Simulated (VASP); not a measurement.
**AgCl: single point with PBE**

Crystal: AgCl.

```xyz
2
Lattice="0.0000 2.6900 2.7731 2.6900 0.0000 2.7731 2.6900 2.6900 0.0000" Properties=species:S:1:pos:R:3 pbc="T T T"
Ag    2.6900    2.6900    2.7731
Cl    0.0000    0.0000    0.0000
```

This cell differs from its parent crystal: equal xx and yy strain of -3 %.

```yaml
Program: VASP 6.6.1
Task: single point
Functional: PBE
Potentials_or_basis: VASP PAW PBE potentials, release 64 (Ag, Cl)
Cutoff: 520 eV
k_mesh: 8 × 8 × 8
Occupations: fermi-dirac, width 0.02 eV
Spin: no spin polarisation
```

- Pressure: 5.1 GPa
- Band gap on the k mesh: 0.80 eV (least direct gap 3.39 eV)

Stress tensor (GPa, compression positive):
```
5.58 0.00 0.00
0.00 5.58 0.00
0.00 0.00 4.20
```

Levels at points of the mesh, in eV from the valence-band top:
```csv
k point,band 5,band 6,band 7,band 8,band 9,band 10,band 11,band 12,band 13,band 14
"(0.00, 0.00, 0.00)",-2.77,-2.77,-2.72,-2.72,-2.63,0.80,10.67,10.75,10.75,12.18
"(0.50, 0.00, 0.00)",-2.39,-2.38,-2.03,-0.21,0.00,3.96,6.79,7.30,7.61,13.49
"(0.50, 0.50, 0.00)",-3.22,-2.58,-2.25,-2.25,-2.13,2.21,7.96,8.53,11.88,11.88
"(0.50, 0.00, 0.50)",-3.18,-2.53,-2.26,-2.24,-2.11,2.16,7.77,8.83,11.40,11.91
```

It took 65 s on 1 thread of Intel Xeon 8259CL (shared host), peak memory 0.19 GiB.

Caveat: the cell differs from its parent crystal (equal xx and yy strain of -3 %); the cell stands under pressure. A k mesh can miss the band edges.
